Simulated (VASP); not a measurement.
# AlFe: single point with PBE

AlFe:

```
Al Fe
1.0
     2.91000    2.91000    0.00000
     2.91000    0.00000    2.91000
     2.91000    0.00000   -2.91000
Al Fe
2 2
Direct
  0.00000 0.00000 0.00000
  0.00000 0.50000 0.50000
  0.50000 0.25000 0.75000
  0.50000 0.75000 0.25000
```

```
Program                : VASP 6.6.1
Task                   : single point
Functional             : PBE
Potentials or basis    : VASP PAW PBE potentials, release 64 (Al, Fe)
Cutoff                 : 520 eV
k mesh                 : 10 × 10 × 10
Occupations            : fermi-dirac, width 0.1 eV
Spin                   : collinear spin, ferromagnetic start
Starting moments       : [0.0, 0.0, 3.0, 3.0] μB
Dipole correction      : no
Further INCAR settings : ALGO = Normal; EDIFF = 1e-07; NBANDS = 23
```

The pressure is -5.7 GPa. The net moment is 1.43 μB per cell. The site moments are Al -0.03; Fe +0.76 μB and the valence electrons inside the program's atomic spheres are Al 0.81; Fe 7.34.

Levels at points of the mesh, in eV from the Fermi level:
Spin up:
```tsv
k point	band 8	band 9	band 10	band 11	band 12	band 13	band 14	band 15	band 16	band 17
(0.00, 0.00, 0.00)	-0.45	-0.45	0.37	0.37	2.87	2.87	2.87	3.87	5.62	5.62
(0.50, 0.00, 0.00)	-1.35	-1.35	-1.12	-1.12	-0.34	0.33	0.75	3.02	3.71	8.60
(0.00, 0.50, 0.00)	-1.35	-1.12	-1.12	-1.12	-1.12	3.40	3.40	3.40	3.40	5.12
```
Spin down:
```
           k point  band 9  band 10  band 11  band 12  band 13  band 14
(0.00, 0.00, 0.00)    0.40     0.95     0.95     2.93     2.93     2.93
(0.50, 0.00, 0.00)   -0.61    -0.35    -0.35     0.52     0.91     1.29
(0.00, 0.50, 0.00)   -0.50    -0.50    -0.50    -0.50     3.71     3.71
```

Run time: 2.7 min on 1 thread of Intel Xeon 8259CL (shared host), peak memory 0.25 GiB.

Caveat: the cell stands under tension.
